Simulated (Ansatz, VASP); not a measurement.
# Two plane-wave programs on Ni

INCAR

```
PREC = Accurate
ENCUT = 520
EDIFF = 1E-6
ISMEAR = -1
SIGMA = 0.05
LREAL = False
LASPH = True
NELM = 150
ALGO = Normal
ISIF = 2
LWAVE = False
LCHARG = True
ISPIN = 2
MAGMOM = 0.852 0.852
LORBIT = 11
LMAXMIX = 4
GGA = RP
LELF = True
LVHAR = True
NBANDS = 21
```

File KPOINTS:

```
Automatic mesh
0
Gamma
  12 12 12
```

The input POSCAR:

```
Ni
1.0
    0.0000000000      2.5819779920      2.5819779920
    2.5819779920      0.0000000000      2.5819779920
    2.5819779920      2.5819779920      0.0000000000
Ni
2
Direct
    0.1250000000      0.1250000000      0.1250000000
    0.8750000000      0.8750000000      0.8750000000
```

Input for Ansatz:

```yaml
crystal:
  lattice:
    - [0.0, 2.581977992, 2.581977992]
    - [2.581977992, 0.0, 2.581977992]
    - [2.581977992, 2.581977992, 0.0]
  atoms:
    - { symbol: Ni, position: [0.125, 0.125, 0.125], spin: 0.852 }
    - { symbol: Ni, position: [0.875, 0.875, 0.875], spin: 0.852 }
hamiltonian:
  xc: rpbe
  pseudopotentials:
    kind: paw
    azcp:
      Ni: "pseudopotentials/Ni.paw.azcp"
basis:
  ecutwfc: 420
  fft_grid_basis: typed
kpoints:
  mp_grid: { grid: [12, 12, 12], shift: [0, 0, 0] }
magnetization:
  spin_polarized: true
scf:
  occupations: { method: fermi_dirac, width: 0.05 }
  lower_state_search: "off"
output:
  stress: true
```

Alike in both runs: task single point; functional RPBE; k mesh 12 × 12 × 12; occupations fermi-dirac, width 0.05 eV; collinear spin.

|  | VASP | Ansatz |
| --- | --- | --- |
| version | VASP 6.6.1 | Ansatz 0.2.0 |
| potentials or method | VASP PAW PBE potentials, release 64 (Ni), cutoff 520 eV | plane waves (420 eV) with PAW, scalar-relativistic |
| valence electrons in the cell | 20 | 36 |

VASP gave:

* pressure (GPa): 0.1
* net moment per atom (μB): 0.79
* size of the moment on the site where the two differ most (μB): 0.80

Question: What did Ansatz give for the same quantities?

Answer: Pressure (GPa): 0.0; net moment per atom (μB): 0.80; size of the moment on the site where the two differ most (μB): 0.85.

VASP's potentials were made for PBE, not for RPBE. Site moments also hang on the region over which each program counts them. VASP's potentials hold 20 valence electrons a cell and Ansatz's 36, so a difference there can come from the potentials and not from the codes.
